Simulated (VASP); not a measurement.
**Ta: single point with r2SCAN**

Ta:

```
Ta
1.0
     2.90037    0.00000    0.00000
    -1.45019    2.51180    0.00000
     0.00000    0.00000    5.16627
Ta
2
Direct
  0.66667 0.33333 0.70645
  0.33333 0.66667 0.25000
```

This cell differs from its parent crystal: atom 1 (Ta) moved by (+0.000, -0.225) A along y and z.

```yaml
Program: VASP 6.6.1
Task: single point
Functional: r2SCAN
Potentials_or_basis: VASP PAW PBE potentials, release 64 (Ta_pv)
Cutoff: 520 eV
k_mesh: 18 × 18 × 10
Occupations: gaussian, width 0.15 eV
Spin: no spin polarisation
Dipole_correction: no
Further_INCAR_settings: ALGO = Normal; EDIFF = 1e-06; NBANDS = 18
```

```
Pressure               : 1.2 GPa
Largest force          : 2.561 eV/Å
Band gap on the k mesh : zero (bands 11 and 12 overlap by 2.18 eV)
```

Forces in eV/Å, atoms in the order of the input:
```
Ta   0.000  0.000  2.561
Ta   0.000  0.000 -2.561
```

Stress tensor (GPa, compression positive):
```
0.48 0.00 0.00
0.00 0.48 0.00
0.00 0.00 2.75
```

Levels at points of the mesh, in eV from the Fermi level:
```tsv
k point	band 8	band 9	band 10	band 11	band 12	band 13	band 14	band 15
(0.00, 0.00, 0.00)	-5.25	-0.92	0.21	0.55	0.55	1.11	1.11	3.24
(0.50, 0.00, 0.00)	-4.24	-3.47	-0.60	-0.29	0.59	0.87	5.90	6.60
(0.00, 0.00, 0.50)	-6.46	-2.01	-0.45	0.53	0.53	0.71	0.71	4.29
(0.50, 0.00, 0.50)	-4.52	-2.86	-1.92	1.43	1.44	1.97	3.61	4.93
```

Run time: 17 min on 1 thread of Oxide Virtual Turin-like Processor (shared host), peak memory 0.28 GiB.

Caveat: the cell differs from its parent crystal (atom 1 (Ta) moved by (+0.000, -0.225) A along y and z); the PAW data sets were made with another functional, which shifts forces and pressure a little; spin-orbit coupling is left out, which moves the levels of the heavy elements.
